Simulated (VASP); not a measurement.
# Pt (P6_3/mmc) in VASP: notebook

Runs on Pt. Level: PBEsol. Tasks: single point.

All numbers are computed with VASP 6.6.1; they aren't measurements. Logs are shortened: lines on timing, memory, paths and dates and some standing lists are left out, and cuts for length are marked.

## 1. The cell of the first run

Symmetry: P6_3/mmc, No. 194, hexagonal system. The conventional cell has a = 2.704 Å, b = 2.704 Å, c = 4.694 Å, α = 90.00°, β = 90.00°, γ = 120.00°. Pt (site symmetry -6m2) has 12 Pt at 2.70 to 2.82 Å within 3.6 Å.

## 2. Single point, PBEsol

Input file INCAR:

```
  PREC = Accurate
  ENCUT = 520
  EDIFF = 1E-6
  ISMEAR = 1
  SIGMA = 0.15
  LREAL = F
  LASPH = T
  NELM = 100
  ALGO = Normal
  ISIF = 2
  LWAVE = F
  LCHARG = T
  GGA = PS
  LELF = T
  LVHAR = T
  NBANDS = 17
```

Input file KPOINTS:

```
regular mesh
0
Gamma
  12 12 6
```

Input file POSCAR:

```
Pt
1.0
    2.7043139827      0.0000000000      0.0000000000
   -1.3521520934      2.3420042646      0.0000000000
    0.0000000000      0.0000000000      4.6943039792
Pt
2
Direct
    0.6666666667      0.3333333333      0.7500000000
    0.3333333333      0.6666666667      0.2500000000
```

Potentials or basis: VASP PAW PBE potentials, release 64 (Pt).

Launch:

```bash
> cat potpaw_PBE.64/Pt/POTCAR > POTCAR
> mpirun -np 1 vasp_std > vasp.out
```

OUTCAR:

```text
PREC = Accurate
   ENCUT = 520
   EDIFF = 1E-6
   ISMEAR = 1
   LREAL = F
   LASPH = T
   NELM = 100
   ISIF = 2
   GGA = PS

 ion  position               nearest neighbor table
   1  0.667  0.333  0.750-   2 2.82   2 2.82   2 2.82   2 2.82   2 2.82   2 2.82
   2  0.333  0.667  0.250-   1 2.82   1 2.82   1 2.82   1 2.82   1 2.82   1 2.82

  LATTYP: Found a hexagonal cell.
 ALAT       =     2.7043139827
 C/A-ratio  =     1.7358575998

  Lattice vectors:

 A1 = (   2.7043139827,   0.0000000000,   0.0000000000)
 A2 = (  -1.3521520934,   2.3420042646,   0.0000000000)
 A3 = (   0.0000000000,   0.0000000000,   4.6943039792)

Analysis of symmetry for initial positions (statically):
=====================================================================
 Subroutine PRICEL returns:
 Original cell was already a primitive cell.

 Routine SETGRP: Setting up the symmetry group for a
 hexagonal supercell.

 Subroutine GETGRP returns: Found 24 space group operations
 (whereof 12 operations were pure point group operations)
 out of a pool of 24 trial point group operations.

The static configuration has the point symmetry D_3d.
 The point group associated with its full space group is D_6h.

Analysis of symmetry for dynamics (positions and initial velocities):
=====================================================================
 Subroutine PRICEL returns:
 Original cell was already a primitive cell.

 Routine SETGRP: Setting up the symmetry group for a
 hexagonal supercell.

 Subroutine GETGRP returns: Found 24 space group operations
 (whereof 12 operations were pure point group operations)
 out of a pool of 24 trial point group operations.

The dynamic configuration has the point symmetry D_3d.
 The point group associated with its full space group is D_6h.

 Subroutine INISYM returns: Found 24 space group operations
 (whereof 12 operations are pure point group operations),
 and found     1 'primitive' translations

----------------------------------------------------------------------------------------

                                     Primitive cell
[... 77 lines left out ...]
   dimension x,y,z NGXF=    40 NGYF=   40 NGZF=   72
   ions per type =               2
   NGX,Y,Z   is equivalent  to a cutoff of  12.29, 12.29, 12.75 a.u.
   NGXF,Y,Z  is equivalent  to a cutoff of  24.59, 24.59, 25.50 a.u.
 SYSTEM =  unknown system
   PREC   = accura    normal or accurate (medium, high low for compatibility)
   ISTART =      0    job   : 0-new  1-cont  2-samecut
   ICHARG =      2    charge: 1-file 2-atom 10-const
   ISPIN  =      1    spin polarized calculation?
   LNONCOLLINEAR =      F non collinear calculations
   LSORBIT =      F    spin-orbit coupling
   LASPH  =      T    aspherical Exc in radial PAW
   ENCUT  =  520.0 eV  38.22 Ry    6.18 a.u.   5.03  5.03  8.73*2*pi/ulx,y,z
   NELM   =    100;   NELMIN=  2; NELMDL= -5     # of ELM steps
   EDIFF  = 0.1E-05   stopping-criterion for ELM
   LREAL  =      F    real-space projection
   EDIFFG = 0.1E-04   stopping-criterion for IOM
   NSW    =      0    number of steps for IOM
   IBRION =     -1    ionic relax: 0-MD 1-quasi-New 2-CG
   NFREE  =      0    steps in history (QN), initial steepest desc. (CG)
   ISIF   =      2    stress and relaxation
   ISYM   =      2    0-nonsym 1-usesym 2-fastsym
   POTIM  = 0.5000    time-step for ionic-motion
   TEBEG  =    0.0;   TEEND  =   0.0 temperature during run
   PSTRESS=    0.0 pullay stress
   NELECT =      20.0000    total number of electrons
   NUPDOWN=      -1.0000    fix difference up-down
   EMIN   =  10.00;   EMAX   =-10.00  energy-range for DOS
   EFERMI =   0.00;   METHOD = LEGACY
   ISMEAR =     1;   SIGMA  =   0.15  broadening in eV -4-tet -1-fermi 0-gaus
   EFERMI_NEDOS =   21; number of points for ismear=-14 and -15
   IALGO  =     38    algorithm
   IMIX   =      4    mixing-type and parameters
     AMIX     =   0.40;   BMIX     =  1.00
     AMIX_MAG =   1.60;   BMIX_MAG =  1.00
  volume/ion in A,a.u.               =      14.87       100.32
  Fermi-wavevector in a.u.,A,eV,Ry     =   1.434430  2.710680 27.995221  2.057591
  Thomas-Fermi vector in A             =   2.553840
   LORBIT       =      0    0 simple, 1 ext, 2 COOP (PROOUT), +10 PAW based schemes
   GGA     = PS    functional components
   LHFCALC =     F    Hartree Fock is set to
   AEXX    =    0.0000 exact exchange contribution
   IVDW    =     0    specifies the selected vdW correction
   LEPSILON=     F    determine dielectric tensor
   LRPA    =     F    only Hartree local field effects (RPA)
 non-spin polarized calculation
 Methfessel and Paxton  Order N= 1 SIGMA  =   0.15
  energy-cutoff  :      520.00
  volume of cell :       29.73
 maximum number of plane-waves:       825
 NGX is ok and might be reduce to    20
   NGX =  9   NGY =  9   NGZ = 17

 number of electron      20.0000015 magnetization

 Free energy of the ion-electron system (eV)
  ---------------------------------------------------
  ext. energy  EPLUGINS =         0.00000000
  ---------------------------------------------------
  free energy    TOTEN  =       -13.78387064 eV

  energy without entropy =      -13.77989350  energy(sigma->0) =      -13.78254493

 E-fermi :  11.3236     XC(G=0): -13.7084

 val. band max:       11.3220115662   @ k =   0.4167  -0.0000   0.0000
 cond. band min:      11.3397916857   @ k =   0.2500   0.0000   0.0000
 fundamental gap:      0.0177801195
 Fermi energy:        11.3236463804

 k-point     1 :       0.0000    0.0000    0.0000
  band No.  band energies     occupation
      1       0.9117      2.00000
      2       3.6310      2.00000
      3       6.9883      2.00000
      4       7.5631      2.00000
      5       7.5632      2.00000
      6       7.9703      2.00000
[... 457 lines left out ...]
      4       6.5963      2.00000
      5       7.7364      2.00000
      6       8.3409      2.00000
[... 9 lines left out ...]
     16      26.1652      0.00000
     17      27.4017      0.00000

 [... further k-points ...]
[... 5 lines left out ...]
  --------------------------------------------------------------------------------------
  -------------------------------------------------------------------------------------
  Total        1.0521519      1.0521516      0.7465118      0.0000022      0.0000000      0.0000000
  in kB       56.6986893     56.6986727     40.2282591      0.0001186      0.0000000      0.0000000
  external PRESSURE =      51.2085404 kB  Pullay stress =       0.0000000 kB

 VOLUME and BASIS-vectors are now :
 -----------------------------------------------------------------------------
  energy-cutoff  :      520.00
  volume of cell :       29.73
      direct lattice vectors                 reciprocal lattice vectors
     2.704313983  0.000000000  0.000000000     0.369779547  0.213491579  0.000000000
    -1.352152093  2.342004265  0.000000000     0.000000000  0.426984705  0.000000000
     0.000000000  0.000000000  4.694303979     0.000000000  0.000000000  0.213024125

 POSITION                                       TOTAL-FORCE (eV/Angst)
 -----------------------------------------------------------------------------------
      1.35216      0.78067      3.52073        -0.000000      0.000000      0.000000
      0.00000      1.56134      1.17358         0.000000     -0.000000      0.000000
 -----------------------------------------------------------------------------------
    total drift:                                0.000000     -0.000000      0.000000

  FREE ENERGIE OF THE ION-ELECTRON SYSTEM (eV)
  ---------------------------------------------------
  free  energy   TOTEN  =       -13.7838706397 eV

  energy  without entropy=      -13.7798934974  energy(sigma->0) =      -13.78254493
```

OSZICAR:

```text
N       E                     dE             d eps       ncg     rms          rms(c)
DAV:   1     0.103920998914E+03    0.10392E+03   -0.10585E+04  2584   0.114E+03
DAV:   2    -0.127711253755E+02   -0.11669E+03   -0.11093E+03  2816   0.251E+02
DAV:   3    -0.146777453459E+02   -0.19066E+01   -0.18842E+01  3181   0.321E+01
DAV:   4    -0.146870578329E+02   -0.93125E-02   -0.93113E-02  3058   0.233E+00
DAV:   5    -0.146871488720E+02   -0.91039E-04   -0.91040E-04  3159   0.237E-01    0.199E+01
DAV:   6    -0.138867624087E+02    0.80039E+00   -0.11695E+00  2713   0.970E+00    0.102E+01
DAV:   7    -0.137941765018E+02    0.92586E-01   -0.25234E-01  3014   0.448E+00    0.305E+00
DAV:   8    -0.137846912408E+02    0.94853E-02   -0.34449E-02  2764   0.157E+00    0.105E+00
DAV:   9    -0.137838578036E+02    0.83344E-03   -0.10905E-03  2936   0.287E-01    0.458E-02
DAV:  10    -0.137838683313E+02   -0.10528E-04   -0.13299E-05  3276   0.224E-02    0.789E-03
DAV:  11    -0.137838708491E+02   -0.25178E-05   -0.10480E-06  1861   0.828E-03    0.680E-03
DAV:  12    -0.137838706397E+02    0.20937E-06   -0.14550E-07  1400   0.331E-03
   1 F= -.13783871E+02 E0= -.13782545E+02  d E =-.397714E-02
```

Run time: 14 s. Hardware: 1 thread of AMD EPYC 9R45 (Zen 5), shared host; peak memory 0.13 GiB.

Results:

```
Free energy            : -13.7839 eV
Pressure               : 5.1 GPa
Band gap on the k mesh : zero (band 10 reaches 11.91 eV, above the bottom of band 11 at 10.48 eV)
```

Caveat: the PAW data sets were made with another functional, which shifts forces and pressure a little; spin-orbit coupling is left out, which moves the levels of the heavy elements.

## 3. Single point, PBEsol

This run uses another cell than the first one, of 15.34 Å³/atom, 1.032 times its volume.

Input file INCAR:

```
SYSTEM = Pt
  PREC = Accurate
  ENCUT = 520
  EDIFF = 1E-7
  ISMEAR = 1
  SIGMA = 0.15
  LREAL = .False.
  LASPH = .True.
  NELM = 80
  ALGO = Normal
  ISIF = 2
  LWAVE = .False.
  LCHARG = .False.
  GGA = PS
  NBANDS = 17
```

Input file KPOINTS:

```
Automatic mesh
0
Gamma
  12 12 6
  0 0 0
```

Input file POSCAR:

```
Pt
1.0
    2.7327825378      0.0000000000      0.0000000000
   -1.3663863194      2.3666587528      0.0000000000
    0.0000000000      0.0000000000      4.7437213368
Pt
2
Direct
    0.6666666667      0.3333333333      0.7500000000
    0.3333333333      0.6666666667      0.2500000000
```

Potentials or basis: VASP PAW PBE potentials, release 64 (Pt).

Launch:

```bash
> cat potpaw_PBE.64/Pt/POTCAR > POTCAR
> mpirun -np 1 vasp_std > vasp.out
```

OUTCAR:

```text
SYSTEM = Pt
   PREC = Accurate
   ENCUT = 520
   EDIFF = 1E-7
   ISMEAR = 1
   LREAL = .False.
   LASPH = .True.
   NELM = 80
   ISIF = 2
   GGA = PS

 ion  position               nearest neighbor table
   1  0.667  0.333  0.750-   2 2.85   2 2.85   2 2.85   2 2.85   2 2.85   2 2.85
   2  0.333  0.667  0.250-   1 2.85   1 2.85   1 2.85   1 2.85   1 2.85   1 2.85

  LATTYP: Found a hexagonal cell.
 ALAT       =     2.7327825378
 C/A-ratio  =     1.7358575998

  Lattice vectors:

 A1 = (   2.7327825378,   0.0000000000,   0.0000000000)
 A2 = (  -1.3663863194,   2.3666587528,   0.0000000000)
[... 651 lines left out ...]
      5       7.3141      2.00000
      6       7.8954      2.00000
[... 9 lines left out ...]
     16      25.3490      0.00000
     17      26.6234      0.00000

 [... further k-points ...]
[... 5 lines left out ...]
  --------------------------------------------------------------------------------------
  -------------------------------------------------------------------------------------
  Total       -0.7153875     -0.7153873     -0.8098452     -0.0000015      0.0000000      0.0000000
  in kB      -37.3587250    -37.3587141    -42.2914631     -0.0000781      0.0000000      0.0000000
  external PRESSURE =     -39.0029674 kB  Pullay stress =       0.0000000 kB

 VOLUME and BASIS-vectors are now :
 -----------------------------------------------------------------------------
  energy-cutoff  :      520.00
  volume of cell :       30.68
      direct lattice vectors                 reciprocal lattice vectors
     2.732782538  0.000000000  0.000000000     0.365927397  0.211267547  0.000000000
    -1.366386319  2.366658753  0.000000000     0.000000000  0.422536624  0.000000000
     0.000000000  0.000000000  4.743721337     0.000000000  0.000000000  0.210804963

 POSITION                                       TOTAL-FORCE (eV/Angst)
 -----------------------------------------------------------------------------------
      1.36639      0.78889      3.55779         0.000000     -0.000000      0.000000
      0.00000      1.57777      1.18593        -0.000000      0.000000      0.000000
 -----------------------------------------------------------------------------------
    total drift:                               -0.000000      0.000000     -0.000000

  FREE ENERGIE OF THE ION-ELECTRON SYSTEM (eV)
  ---------------------------------------------------
  free  energy   TOTEN  =       -13.7873817878 eV

  energy  without entropy=      -13.7829057640  energy(sigma->0) =      -13.78588978
```

stdout:

```text
POSCAR found type information on POSCAR Pt
 POSCAR found :  1 types and       2 ions
 scaLAPACK will be used
 -----------------------------------------------------------------------------
|                                                                             |
|                                                                             |
|     You enforced a specific xc type in the INCAR file but a different       |
|     I HOPE YOU KNOW WHAT YOU ARE DOING!                                     |
|                                                                             |
 -----------------------------------------------------------------------------

 LDA part: xc-table for (Slater+PW92), standard interpolation
 POSCAR, INCAR and KPOINTS ok, starting setup
 FFT: planning ... GRIDC
 FFT: planning ... GRID_SOFT
 FFT: planning ... GRID
 WAVECAR not read
 entering main loop
```

Wall time 14 s (1 thread of AMD EPYC 9R45 (Zen 5), shared host); peak memory 0.13 GiB.

Results:

```
Free energy            : -13.7874 eV
Pressure               : -3.9 GPa
Band gap on the k mesh : zero (band 10 reaches 11.27 eV, above the bottom of band 11 at 9.92 eV)
```

Caveat: the PAW data sets were made with another functional, which shifts forces and pressure a little; spin-orbit coupling is left out, which moves the levels of the heavy elements.
